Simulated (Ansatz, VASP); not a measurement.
**Two plane-wave programs on Mo**

Contents of INCAR:

```
ALGO = Normal ; EDIFF = 1E-6
ENCUT = 520 ; GGA = CA
ISIF = 2 ; ISMEAR = 0
LASPH = True ; LCHARG = False
LREAL = False ; LWAVE = False
NBANDS = 13 ; NELM = 80
PREC = Accurate ; SIGMA = 0.3
```

Contents of KPOINTS:

```
k-points
0
Gamma
  14 14 14
```

POSCAR

```
Mo
1.0
   -1.5565618036      1.5565618036      1.5565618036
    1.5565618036     -1.5565618036      1.5565618036
    1.5565618036      1.5565618036     -1.5565618036
Mo
1
Direct
    0.0000000000      0.0000000000      0.0000000000
```

Input for Ansatz:

```yaml
crystal:
  lattice:
    - [-1.5565618036, 1.5565618036, 1.5565618036]
    - [1.5565618036, -1.5565618036, 1.5565618036]
    - [1.5565618036, 1.5565618036, -1.5565618036]
  atoms:
    - { symbol: Mo, position: [0.0, 0.0, 0.0] }
hamiltonian:
  xc: lda
  pseudopotentials:
    kind: paw
    azcp:
      Mo: "pseudopotentials/Mo.paw.azcp"
basis:
  ecutwfc: 420
  fft_grid_basis: typed
kpoints:
  mp_grid: { grid: [14, 14, 14], shift: [0, 0, 0] }
magnetization:
  spin_polarized: false
scf:
  occupations: { method: gaussian, width: 0.3 }
  lower_state_search: "off"
output:
  stress: true
  write_density: true
  write_potential: true
  elf: true
  volumetric_format: npy
```

Alike in both runs: task single point; functional LDA; k mesh 14 × 14 × 14; occupations gaussian, width 0.3 eV; no spin polarisation.

|  | VASP | Ansatz |
| --- | --- | --- |
| version | VASP 6.6.1 | Ansatz 0.2.0 |
| potentials or method | VASP PAW LDA potentials, release 64 (Mo_sv), cutoff 520 eV | plane waves (420 eV) with PAW, scalar-relativistic |
| valence electrons in the cell | 14 | 14 |

Ansatz gave:

- pressure (GPa): 0.0

Task: What did VASP give for the same quantities?

Result: Pressure (GPa): 1.2.

Ansatz warns that its potentials were made for another functional, while VASP's fit it. LDA's correlation is that of Perdew and Zunger in VASP and of Perdew and Wang (1992) in Ansatz.
